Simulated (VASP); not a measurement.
# KSiRu in VASP: notebook

Runs on KSiRu. Level: PBE. Tasks: single point.

Everything below comes from runs of VASP 6.6.1. Logs are shortened: lines on timing, memory, paths and dates and some standing lists are left out, and cuts for length are marked.

**1. The cell of the first run**

The cell holds a sheet with vacuum, 3 atoms: a = 4.552 Å, b = 4.552 Å, c = 28.683 Å, α = 90.00°, β = 90.00°, γ = 90.00°.

**2. Single point, PBE**

INCAR

```
SYSTEM = KSiRu
PREC = Accurate ; ENCUT = 520
EDIFF = 1E-6 ; ISMEAR = 0
SIGMA = 0.1 ; LREAL = .FALSE.
LASPH = .TRUE. ; NELM = 100
ALGO = Normal ; ISIF = 2
LWAVE = .FALSE. ; LCHARG = .FALSE.
LDIPOL = .TRUE. ; IDIPOL = 3
DIPOL = 0.5 0.5 0.299 ; GGA = PE
NBANDS = 20
```

KPOINTS

```
regular mesh
0
G
  10 10 1
  0 0 0
```

POSCAR

```
KSiRu
1.0
    4.5522089230      0.0000000000      0.0000000000
    0.0000000000      4.5522089230      0.0000000000
    0.0000000000      0.0000000000     28.6831480000
K Si Ru
1 1 1
Direct
    0.0000000000      0.0000000000      0.2925517669
    0.5000000000      0.5000000000      0.3384105009
    0.5000000000      0.5000000000      0.2653828607
```

Potentials or basis: VASP PAW PBE potentials, release 64 (K_sv, Si, Ru_pv).

Run with:

```console
cat potpaw_PBE.64/K_sv/POTCAR potpaw_PBE.64/Si/POTCAR potpaw_PBE.64/Ru_pv/POTCAR > POTCAR
mpirun -np 1 vasp_std > vasp.out
```

OUTCAR:

```text
SYSTEM = KSiRu
   PREC = Accurate
   ENCUT = 520
   EDIFF = 1E-6
   ISMEAR = 0
   LREAL = .FALSE.
   LASPH = .TRUE.
   NELM = 100
   ISIF = 2
   GGA = PE

 ion  position               nearest neighbor table
   1  0.000  0.000  0.293-   3 3.31   3 3.31   3 3.31   3 3.31   2 3.48   2 3.48   2 3.48   2 3.48

   2  0.500  0.500  0.338-   3 2.09   1 3.48   1 3.48   1 3.48   1 3.48
   3  0.500  0.500  0.265-   2 2.09   1 3.31   1 3.31   1 3.31   1 3.31

  LATTYP: Found a simple tetragonal cell.
 ALAT       =     4.5522089230
 C/A-ratio  =     6.3009296114

  Lattice vectors:

 A1 = (   4.5522089230,   0.0000000000,   0.0000000000)
 A2 = (   0.0000000000,   4.5522089230,   0.0000000000)
 A3 = (   0.0000000000,   0.0000000000,  28.6831480000)

Analysis of symmetry for initial positions (statically):
=====================================================================
 Subroutine PRICEL returns:
 Original cell was already a primitive cell.

 Routine SETGRP: Setting up the symmetry group for a
 simple tetragonal supercell.

 Subroutine GETGRP returns: Found  8 space group operations
 (whereof  8 operations were pure point group operations)
 out of a pool of 16 trial point group operations.

The static configuration has the point symmetry C_4v.

Analysis of symmetry for dynamics (positions and initial velocities):
=====================================================================
 Subroutine PRICEL returns:
 Original cell was already a primitive cell.

 Routine SETGRP: Setting up the symmetry group for a
 simple tetragonal supercell.

 Subroutine GETGRP returns: Found  8 space group operations
 (whereof  8 operations were pure point group operations)
 out of a pool of 16 trial point group operations.

The dynamic configuration has the point symmetry C_4v.

 Subroutine INISYM returns: Found  8 space group operations
 (whereof  8 operations are pure point group operations),
 and found     1 'primitive' translations

----------------------------------------------------------------------------------------

                                     Primitive cell

  volume of cell :     594.3896

  direct lattice vectors                    reciprocal lattice vectors
     4.552208923  0.000000000  0.000000000     0.219673573  0.000000000  0.000000000
     0.000000000  4.552208923  0.000000000     0.000000000  0.219673573  0.000000000
     0.000000000  0.000000000 28.683148000     0.000000000  0.000000000  0.034863677

  length of vectors
     4.552208923  4.552208923 28.683148000     0.219673573  0.219673573  0.034863677

  position of ions in fractional coordinates (direct lattice)
     0.000000000  0.000000000  0.292551767
     0.500000000  0.500000000  0.338410501
     0.500000000  0.500000000  0.265382861

  ion indices of the primitive-cell ions
   primitive index   ion index
                 1           1
                 2           2
                 3           3

----------------------------------------------------------------------------------------

 KPOINTS: regular mesh

Automatic generation of k-mesh.
 Grid dimensions read from file:
 generate k-points for:   10   10    1

 Generating k-lattice:

  Cartesian coordinates                     Fractional coordinates (reciprocal lattice)
     0.021967357  0.000000000  0.000000000     0.100000000  0.000000000  0.000000000
     0.000000000  0.021967357  0.000000000     0.000000000  0.100000000  0.000000000
     0.000000000  0.000000000  0.034863677     0.000000000  0.000000000  1.000000000

  Length of vectors
     0.021967357  0.021967357  0.034863677

  Shift w.r.t. Gamma in fractional coordinates (k-lattice)
     0.000000000  0.000000000  0.000000000

 Subroutine IBZKPT returns following result:
 ===========================================

 Found     21 irreducible k-points:

 Following reciprocal coordinates:
            Coordinates               Weight
  0.000000  0.000000  0.000000      1.000000
  0.100000  0.000000  0.000000      4.000000
  0.200000  0.000000  0.000000      4.000000
  0.300000  0.000000  0.000000      4.000000
  0.400000  0.000000  0.000000      4.000000
  0.500000  0.000000  0.000000      2.000000
[... 13 lines left out ...]
  0.500000  0.400000  0.000000      4.000000
  0.500000  0.500000  0.000000      1.000000
   k-points           NKPTS =     21   k-points in BZ     NKDIM =     21   number of bands    NBANDS=     20
   number of dos      NEDOS =    301   number of ions     NIONS =      3
   total plane-waves  NPLWV = 279936
   dimension x,y,z NGX =    36 NGY =   36 NGZ =  216
   dimension x,y,z NGXF=    72 NGYF=   72 NGZF=  432
   ions per type =               1   1   1
   NGX,Y,Z   is equivalent  to a cutoff of  13.15, 13.15, 12.52 a.u.
   NGXF,Y,Z  is equivalent  to a cutoff of  26.29, 26.29, 25.04 a.u.
 SYSTEM =  KSiRu
   PREC   = accura    normal or accurate (medium, high low for compatibility)
   ISTART =      0    job   : 0-new  1-cont  2-samecut
   ICHARG =      2    charge: 1-file 2-atom 10-const
   ISPIN  =      1    spin polarized calculation?
   LNONCOLLINEAR =      F non collinear calculations
   LSORBIT =      F    spin-orbit coupling
   LASPH  =      T    aspherical Exc in radial PAW
   ENCUT  =  520.0 eV  38.22 Ry    6.18 a.u.   8.46  8.46 53.33*2*pi/ulx,y,z
   NELM   =    100;   NELMIN=  2; NELMDL= -5     # of ELM steps
   EDIFF  = 0.1E-05   stopping-criterion for ELM
   LREAL  =      F    real-space projection
   EDIFFG = 0.1E-04   stopping-criterion for IOM
   NSW    =      0    number of steps for IOM
   IBRION =     -1    ionic relax: 0-MD 1-quasi-New 2-CG
   NFREE  =      0    steps in history (QN), initial steepest desc. (CG)
   ISIF   =      2    stress and relaxation
   ISYM   =      2    0-nonsym 1-usesym 2-fastsym
   POTIM  = 0.5000    time-step for ionic-motion
   TEBEG  =    0.0;   TEEND  =   0.0 temperature during run
   PSTRESS=    0.0 pullay stress
   NELECT =      27.0000    total number of electrons
   NUPDOWN=      -1.0000    fix difference up-down
   EMIN   =  10.00;   EMAX   =-10.00  energy-range for DOS
   EFERMI =   0.00;   METHOD = LEGACY
   ISMEAR =     0;   SIGMA  =   0.10  broadening in eV -4-tet -1-fermi 0-gaus
   EFERMI_NEDOS =   21; number of points for ismear=-14 and -15
   IALGO  =     38    algorithm
   IMIX   =      4    mixing-type and parameters
     AMIX     =   0.40;   BMIX     =  1.00
     AMIX_MAG =   1.60;   BMIX_MAG =  1.00
  volume/ion in A,a.u.               =     198.13      1337.05
  Fermi-wavevector in a.u.,A,eV,Ry     =   0.584125  1.103836  4.642333  0.341202
  Thomas-Fermi vector in A             =   1.629697
   LORBIT       =      0    0 simple, 1 ext, 2 COOP (PROOUT), +10 PAW based schemes
   GGA     = PE    functional components
   LHFCALC =     F    Hartree Fock is set to
   AEXX    =    0.0000 exact exchange contribution
   IVDW    =     0    specifies the selected vdW correction
   LEPSILON=     F    determine dielectric tensor
   LRPA    =     F    only Hartree local field effects (RPA)
 non-spin polarized calculation
 Gauss-broadening in eV      SIGMA  =   0.10
  energy-cutoff  :      520.00
  volume of cell :      594.39
 maximum number of plane-waves:     16055
 NGX is ok and might be reduce to    36
   NGX = 17   NGY = 17   NGZ =107

 dipolmoment           0.000000      0.000000     -0.000002 electrons x Angstroem

 number of electron      27.0000004 magnetization

 dipolmoment           0.000000      0.000000      0.041108 electrons x Angstroem

 Free energy of the ion-electron system (eV)
  ---------------------------------------------------
  ext. energy  EPLUGINS =         0.00000000
  ---------------------------------------------------
  free energy    TOTEN  =       -10.94690221 eV

  energy without entropy =      -10.93042957  energy(sigma->0) =      -10.93866589

 E-fermi :  -2.9760     XC(G=0):  -1.7612

 val. band max:       -2.9785664049   @ k =   0.4000   0.4000   0.0000
 cond. band min:      -2.9737109411   @ k =   0.4000   0.1000   0.0000
 fundamental gap:      0.0048554638
 Fermi energy:        -2.9760434977

 k-point     1 :       0.0000    0.0000    0.0000
  band No.  band energies     occupation
      1     -44.8546      2.00000
      2     -44.1320      2.00000
      3     -44.1320      2.00000
      4     -32.9074      2.00000
      5     -16.5164      2.00000
      6     -16.3907      2.00000
[... 12 lines left out ...]
     19       0.8710      0.00000
     20       1.2383      0.00000

 k-point     2 :       0.1000    0.0000    0.0000
  band No.  band energies     occupation
      1     -44.8546      2.00000
      2     -44.1321      2.00000
      3     -44.1320      2.00000
      4     -32.9072      2.00000
      5     -16.5154      2.00000
      6     -16.3989      2.00000
[... 12 lines left out ...]
     19       0.9441      0.00000
     20       1.3068      0.00000

 k-point     3 :       0.2000    0.0000    0.0000
  band No.  band energies     occupation
      1     -44.8546      2.00000
      2     -44.1323      2.00000
      3     -44.1320      2.00000
      4     -32.9064      2.00000
      5     -16.5126      2.00000
      6     -16.4202      2.00000
[... 12 lines left out ...]
     19       1.1384      0.00000
     20       1.4705      0.00000

 k-point     4 :       0.3000    0.0000    0.0000
  band No.  band energies     occupation
      1     -44.8546      2.00000
      2     -44.1326      2.00000
      3     -44.1320      2.00000
      4     -32.9055      2.00000
      5     -16.5092      2.00000
      6     -16.4463      2.00000
[... 12 lines left out ...]
     19       1.3491      0.00000
     20       1.4982      0.00000

 k-point     5 :       0.4000    0.0000    0.0000
  band No.  band energies     occupation
      1     -44.8546      2.00000
      2     -44.1328      2.00000
      3     -44.1320      2.00000
      4     -32.9047      2.00000
      5     -16.5064      2.00000
      6     -16.4672      2.00000
[... 12 lines left out ...]
     19       1.7116      0.00000
     20       1.8579      0.00000

 k-point     6 :       0.5000    0.0000    0.0000
  band No.  band energies     occupation
      1     -44.8546      2.00000
      2     -44.1329      2.00000
      3     -44.1319      2.00000
      4     -32.9045      2.00000
      5     -16.5054      2.00000
      6     -16.4751      2.00000
[... 12 lines left out ...]
     19       1.8080      0.00000
     20       2.3470      0.00000

 k-point     7 :       0.1000    0.1000    0.0000
  band No.  band energies     occupation
      1     -44.8546      2.00000
      2     -44.1321      2.00000
      3     -44.1321      2.00000
      4     -32.9069      2.00000
      5     -16.5144      2.00000
      6     -16.4006      2.00000
[... 12 lines left out ...]
     19       1.0173      0.00000
     20       1.3779      0.00000
[... 208 lines left out ...]
 k-point    17 :       0.4000    0.3000    0.0000
  band No.  band energies     occupation
      1     -44.8545      2.00000
      2     -44.1327      2.00000
      3     -44.1325      2.00000
      4     -32.9035      2.00000
      5     -16.5023      2.00000
      6     -16.4526      2.00000
[... 12 lines left out ...]
     19       1.1664      0.00000
     20       1.8245      0.00000

 k-point    18 :       0.5000    0.3000    0.0000
  band No.  band energies     occupation
      1     -44.8545      2.00000
      2     -44.1328      2.00000
      3     -44.1325      2.00000
      4     -32.9033      2.00000
      5     -16.5015      2.00000
      6     -16.4586      2.00000
[... 12 lines left out ...]
     19       1.2816      0.00000
     20       1.7077      0.00000

 k-point    19 :       0.4000    0.4000    0.0000
  band No.  band energies     occupation
      1     -44.8545      2.00000
      2     -44.1327      2.00000
      3     -44.1327      2.00000
      4     -32.9030      2.00000
      5     -16.5005      2.00000
      6     -16.4483      2.00000
[... 12 lines left out ...]
     19       0.7049      0.00000
     20       1.5499      0.00000

 k-point    20 :       0.5000    0.4000    0.0000
  band No.  band energies     occupation
      1     -44.8545      2.00000
      2     -44.1328      2.00000
      3     -44.1327      2.00000
      4     -32.9028      2.00000
      5     -16.4999      2.00000
      6     -16.4523      2.00000
[... 12 lines left out ...]
     19       0.6902      0.00000
     20       1.4394      0.00000

 k-point    21 :       0.5000    0.5000    0.0000
  band No.  band energies     occupation
      1     -44.8545      2.00000
      2     -44.1328      2.00000
      3     -44.1328      2.00000
      4     -32.9027      2.00000
      5     -16.4992      2.00000
      6     -16.4499      2.00000
[... 12 lines left out ...]
     19       0.3489      0.00000
     20       1.3176      0.00000

------------------------ aborting loop because EDIFF is reached ----------------------------------------

 vacuum level on the upper side and lower side of the slab       (xc-potential included)         0.169        -0.183

  FORCE on cell =-STRESS in cart. coord.  units (eV):
  Direction    XX          YY          ZZ          XY          YZ          ZX
  --------------------------------------------------------------------------------------
  -------------------------------------------------------------------------------------
  Total        0.0227466      0.0227466      0.1660488      0.0000000      0.0000000      0.0000000
  in kB        0.0613135      0.0613135      0.4475847      0.0000000      0.0000000      0.0000000
  external PRESSURE =       0.1900706 kB  Pullay stress =       0.0000000 kB

 VOLUME and BASIS-vectors are now :
 -----------------------------------------------------------------------------
  energy-cutoff  :      520.00
  volume of cell :      594.39
      direct lattice vectors                 reciprocal lattice vectors
     4.552208923  0.000000000  0.000000000     0.219673573  0.000000000  0.000000000
     0.000000000  4.552208923  0.000000000     0.000000000  0.219673573  0.000000000
     0.000000000  0.000000000 28.683148000     0.000000000  0.000000000  0.034863677

 POSITION                                       TOTAL-FORCE (eV/Angst)
 -----------------------------------------------------------------------------------
      0.00000      0.00000      8.39131         0.000000     -0.000000      0.002932
      2.27610      2.27610      9.70668         0.000000      0.000000      0.086634
      2.27610      2.27610      7.61202         0.000000     -0.000000     -0.089566
 -----------------------------------------------------------------------------------
    total drift:                                0.000000     -0.000000     -0.000602

  FREE ENERGIE OF THE ION-ELECTRON SYSTEM (eV)
  ---------------------------------------------------
  free  energy   TOTEN  =       -10.9469022095 eV

  energy  without entropy=      -10.9304295683  energy(sigma->0) =      -10.93866589

 vacuum level on the upper side and lower side of the slab         1.159         0.800
```

Run time: 4.9 min. Hardware: 1 thread of Intel Xeon Platinum 8488C (Sapphire Rapids), shared host; peak memory 0.76 GiB.

Results:

- Free energy: -10.9469 eV
- Largest force: 0.090 eV/Å
- Band gap on the k mesh: zero (an odd number of electrons rules out a gap without spin polarisation)

Forces in eV/Å, atoms in the order of the input:
```
K    0.000  0.000  0.003
Si   0.000  0.000  0.087
Ru   0.000  0.000 -0.090
```

[end of part 1 of 2]
